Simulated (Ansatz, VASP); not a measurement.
## Re in VASP and in Ansatz

The input INCAR:

```
  PREC = Accurate
  ENCUT = 520
  EDIFF = 1E-6
  ISMEAR = -1
  SIGMA = 0.05
  LREAL = F
  LASPH = T
  NELM = 60
  ALGO = Normal
  ISIF = 2
  LWAVE = F
  LCHARG = F
  NBANDS = 14
```

File KPOINTS:

```
Automatic mesh
0
Gamma
  14 14 8
```

File POSCAR:

```
Re
1.0
    2.5854314113      0.0000000000      0.0000000000
   -1.2927157057      2.2390492819      0.0000000000
    0.0000000000      0.0000000000      4.1340662724
Re
2
Direct
    0.3333333333      0.6666666667      0.2500000000
    0.6666666667      0.3333333333      0.7500000000
```

Input for Ansatz:

```yaml
crystal:
  lattice:
    - [2.5854314113, 0.0, 0.0]
    - [-1.2927157057, 2.2390492819, 0.0]
    - [0.0, 0.0, 4.1340662724]
  atoms:
    - { symbol: Re, position: [0.3333333333, 0.6666666667, 0.25] }
    - { symbol: Re, position: [0.6666666667, 0.3333333333, 0.75] }
kpoints:
  mp_grid: { grid: [14, 14, 8] }
scf:
  occupations: { method: fermi_dirac, width: 0.05 }
hamiltonian:
  xc: lda
  pseudopotentials: { kind: all_electron, lapw: { basis_error: 0.00025 } }
output:
  forces: true
  stress: true
  eigenvalues: true
```

Change from the starting cell: volume scaled by 0.98.

Alike in both runs: task single point; functional LDA; k mesh 14 × 14 × 8; occupations fermi-dirac, width 0.05 eV; no spin polarisation.

|  | VASP | Ansatz |
| --- | --- | --- |
| version | VASP 6.6.1 | Ansatz 0.2.0 |
| potentials or method | VASP PAW LDA potentials, release 64 (Re), cutoff 520 eV | all-electron LAPW, scalar-relativistic |

VASP gave:

```
pressure (GPa)                                                : 113.5
traceless stress, the component that is largest in VASP (GPa) : 4.71
```

**Question.** Estimate Ansatz's values.

**Answer.** Pressure (GPa): 107.1; traceless stress, the component that is largest in VASP (GPa): 4.82.

LDA's correlation is that of Perdew and Zunger in VASP and of Perdew and Wang (1992) in Ansatz. Both programs put the cell under a high pressure, so it lies far from rest at this level. Ansatz ran all-electron here, and VASP with PAW potentials.

Spin-orbit coupling is off throughout. Noted on VASP's run: the cell as given lies far from equilibrium.
